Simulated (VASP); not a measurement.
MgS (Niningerite): single point with LDA

The system is MgS (Niningerite).

```
S Mg
1.0
     0.00000    2.60165    2.60165
     2.60165    0.00000    2.60165
     2.60165    2.60165    0.00000
S Mg
1 1
Direct
  0.50000 0.50000 0.50000
  0.00000 0.00000 0.00000
```

- Program: VASP 6.6.1
- Task: single point
- Functional: LDA
- Potentials or basis: VASP PAW LDA potentials, release 64 (S, Mg)
- Cutoff: 520 eV
- k mesh: 7 × 7 × 7
- Occupations: gaussian, width 0.05 eV
- Spin: no spin polarisation

```yaml
Pressure: -3.8 GPa
Band_gap_on_the_k_mesh: 2.77 eV, indirect (least direct gap 3.49 eV)
```

Levels at points of the mesh, in eV from the valence-band top:
| k point | band 2 | band 3 | band 4 | band 5 | band 6 | band 7 |
| --- | --- | --- | --- | --- | --- | --- |
| (0.00, 0.00, 0.00) | 0.00 | 0.00 | 0.00 | 3.49 | 7.84 | 7.84 |

Wall time 17 s on 1 thread of AMD EPYC 7R13 (shared host), peak memory 0.11 GiB.

A k mesh can miss the band edges.
